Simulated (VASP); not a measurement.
Wanted: the native input for a VASP 6.6.1 run.

```yaml
Task: single point
Functional: LDA
Potentials_or_basis: VASP PAW LDA potentials, release 64 (Pb_d)
Cutoff: 520 eV
k_mesh: 18 × 18 × 18
Occupations: fermi-dirac, width 0.1 eV
Spin: no spin polarisation
Dipole_correction: no
Further_INCAR_settings: ALGO = Normal; EDIFF = 1e-06; NBANDS = 13
```

The structure of Pb lies in POSCAR:

```
Pb
1.0
    0.0000000000      2.4375492124      2.4375492124
    2.4375492124      0.0000000000      2.4375492124
    2.4375492124      2.4375492124      0.0000000000
Pb
1
Direct
    0.0000000000      0.0000000000      0.0000000000
```

The input as run:

INCAR

```
PREC     = Accurate       # precision mode
ENCUT    = 520            # plane-wave cutoff, eV
EDIFF    = 1E-6           # SCF threshold, eV
ISMEAR   = -1             # smearing method
SIGMA    = 0.1            # smearing width, eV
LREAL    = False          # projectors in reciprocal space
LASPH    = True           # aspherical terms in the spheres
NELM     = 80             # most SCF steps
ALGO     = Normal         # electronic algorithm
ISIF     = 2              # what is computed and relaxed
LWAVE    = False          # write WAVECAR
LCHARG   = False          # write CHGCAR
GGA      = CA             # functional
NBANDS   = 13             # bands
```

KPOINTS

```
Automatic mesh
0
Gamma
  18 18 18
```

Potentials or basis: VASP PAW LDA potentials, release 64 (Pb_d).

Command:

```console
$ cat potpaw_LDA.64/Pb_d/POTCAR > POTCAR
$ mpirun -np 1 vasp_std > vasp.out
```

It gave:

| Item | Value |
| --- | --- |
| Pressure | 0.2 GPa |
| Band gap on the k mesh | zero (band 7 reaches 15.25 eV, above the bottom of band 8 at 5.89 eV) |

Caveat: spin-orbit coupling is left out, which moves the levels of the heavy elements.

Run time: 32 s on 1 thread of Intel(R) Xeon(R) 6975P-C (Granite Rapids), on a shared host, peak memory 0.19 GiB.
